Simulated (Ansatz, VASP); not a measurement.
## Ge in VASP and in Ansatz

The input INCAR:

```
  PREC = Accurate
  ENCUT = 520
  EDIFF = 1E-6
  ISMEAR = 0
  SIGMA = 0.15
  LREAL = F
  LASPH = T
  NELM = 80
  ALGO = Normal
  ISIF = 2
  LWAVE = F
  LCHARG = T
  LELF = T
  LVHAR = T
  NBANDS = 36
```

File KPOINTS:

```
regular mesh
0
Gamma
  6 6 6
```

POSCAR

```
Ge
1.0
    0.0000000000      2.8857400000      5.1156650000
    2.6304970000      0.0000000000      5.1156650000
    2.6304970000      2.8857400000      0.0000000000
Ge
4
Direct
    0.7818670000      0.7818670000      0.2181330000
    0.2181330000      0.2181330000      0.7818670000
    0.2735100000      0.7264900000      0.2735100000
    0.7264900000      0.2735100000      0.7264900000
```

Input for Ansatz:

```yaml
crystal:
  lattice:
    - [0.0, 2.88574, 5.115665]
    - [2.630497, 0.0, 5.115665]
    - [2.630497, 2.88574, 0.0]
  atoms:
    - { symbol: Ge, position: [0.781867, 0.781867, 0.218133] }
    - { symbol: Ge, position: [0.218133, 0.218133, 0.781867] }
    - { symbol: Ge, position: [0.27351, 0.72649, 0.27351] }
    - { symbol: Ge, position: [0.72649, 0.27351, 0.72649] }
basis:
  ecutwfc: 470.0
kpoints:
  mp_grid:
    grid: [6, 6, 6]
hamiltonian:
  xc: lda
scf:
  occupations:
    method: gaussian
    width: 0.15
output:
  stress: true
```

Alike in both runs: task single point; functional LDA; k mesh 6 × 6 × 6; occupations gaussian, width 0.15 eV; no spin polarisation.

|  | VASP | Ansatz |
| --- | --- | --- |
| version | VASP 6.6.1 | Ansatz 0.2.0 |
| potentials or method | VASP PAW LDA potentials, release 64 (Ge_d), cutoff 520 eV | plane waves, PAW |
| valence electrons in the cell | 56 | 56 |

Ansatz gave:

| Property | Result |
| --- | --- |
| pressure (GPa) | -5.0 |
| traceless stress, the component that is largest in VASP (GPa) | 1.52 |

Q: Estimate VASP's values.

A: Pressure (GPa): -5.0; traceless stress, the component that is largest in VASP (GPa): 1.53.

LDA's correlation is that of Perdew and Zunger in VASP and of Perdew and Wang (1992) in Ansatz.
